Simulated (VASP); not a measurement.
Cu: single point with r2SCAN

Crystal: Cu.

```xyz
2
Lattice="2.5341 0.0000 0.0000 -1.2670 2.1946 0.0000 0.0000 0.0000 4.1126" Properties=species:S:1:pos:R:3 pbc="T T T"
Cu    0.0000    1.4631    1.0281
Cu    1.2670    0.7315    3.0844
```

- Program: VASP 6.6.1
- Task: single point
- Functional: r2SCAN
- Potentials or basis: VASP PAW PBE potentials, release 64 (Cu)
- Cutoff: 520 eV
- k mesh: 9 × 9 × 4
- Occupations: gaussian, width 0.1 eV
- Spin: no spin polarisation

```yaml
Pressure: 1.2 GPa
Band_gap_on_the_k_mesh: zero (band 11 reaches 12.06 eV, above the bottom of band 12 at 5.70 eV)
```

Stress tensor (GPa, compression positive):
```
-0.07  0.00  0.00
 0.00 -0.07  0.00
 0.00  0.00  3.78
```

Levels at points of the mesh, in eV from the Fermi level:
```tsv
k point	band 7	band 8	band 9	band 10	band 11	band 12	band 13	band 14	band 15	band 16
(0.00, 0.00, 0.00)	-2.92	-2.64	-2.64	-1.83	-1.83	-1.04	4.27	22.37	23.17	23.17
(0.00, 0.00, 0.50)	-3.19	-3.19	-2.06	-2.06	-2.06	-2.06	13.47	13.47	23.12	23.12
```

Wall time 38 s on 1 thread of Intel(R) Xeon(R) Platinum 8375C CPU @ 2.90GHz (Ice Lake), with other jobs on the host, peak memory 0.14 GiB.

Caveat: the k points lie up to 0.38 Å⁻¹ apart; the PAW data sets were made with another functional, which shifts forces and pressure a little.
